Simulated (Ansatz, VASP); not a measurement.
SrCl2: VASP beside Ansatz

File POSCAR:

```
SrCl2
1.0
    0.0000000000      3.4977180859      3.4977180859
    3.4977180859      0.0000000000      3.4977180859
    3.4977180859      3.4977180859      0.0000000000
Sr Cl
1 2
Direct
    0.0000000000      0.0000000000      0.0000000000
    0.2500000000      0.2500000000      0.2500000000
    0.7500000000      0.7500000000      0.7500000000
```

The input INCAR.step1:

```
SYSTEM = SrCl2
PREC = Accurate ; ENCUT = 520
EDIFF = 1E-5 ; ISMEAR = 0
SIGMA = 0.01 ; LREAL = .FALSE.
LASPH = .TRUE. ; NELM = 80
ALGO = Normal ; ISIF = 2
LWAVE = .TRUE. ; LCHARG = .FALSE.
GGA = PE ; NBANDS = 19
```

File INCAR.step2:

```
SYSTEM = SrCl2
PREC = Accurate ; ENCUT = 520
EDIFF = 1E-6 ; ISMEAR = 0
SIGMA = 0.01 ; LREAL = .FALSE.
LASPH = .TRUE. ; NELM = 80
ALGO = Normal ; ISIF = 2
LWAVE = .FALSE. ; LCHARG = .FALSE.
GGA = PE ; LHFCALC = .TRUE.
AEXX = 0.2 ; HFSCREEN = 0.3
PRECFOCK = Normal ; ISTART = 1
NBANDS = 19
```

The input KPOINTS:

```
regular mesh
0
G
  4 4 4
  0 0 0
```

Input for Ansatz:

```yaml
crystal:
  lattice:
    - [0.0, 3.4977180859, 3.4977180859]
    - [3.4977180859, 0.0, 3.4977180859]
    - [3.4977180859, 3.4977180859, 0.0]
  atoms:
    - { symbol: Sr, position: [0.0, 0.0, 0.0] }
    - { symbol: Cl, position: [0.25, 0.25, 0.25] }
    - { symbol: Cl, position: [0.75, 0.75, 0.75] }
kpoints:
  mp_grid: { grid: [4, 4, 4] }
hamiltonian:
  xc: { exchange: pbe, correlation: pbe, exx: { coeff: 0.2, omega: 0.3 } }
scf:
  occupations: { method: fixed }
  n_extra_bands: 4
output:
  forces: true
  stress: true
  eigenvalues: true
```

Alike in both runs: task single point; functional PBE-based screened hybrid; k mesh 4 × 4 × 4; no spin polarisation.

|  | VASP | Ansatz |
| --- | --- | --- |
| version | VASP 6.6.1 | Ansatz 0.2.0 |
| potentials or method | VASP PAW PBE potentials, release 64 (Sr_sv, Cl) | plane waves |
| plane-wave cutoff (eV) | 520 | 420 |
| occupations | gaussian, width 0.01 eV | fixed |
| valence electrons in the cell | 24 | 24 |

```csv
,VASP,Ansatz,Ansatz less VASP
gap on the k mesh at the Fermi level (eV),6.14,6.15,+0.006
pressure (GPa),0.4,0.3,-0.06
```

VASP's potentials were made for PBE, not for PBE-based screened hybrid. Ansatz's warnings: stress exchange threshold loose, stress scf threshold loose.
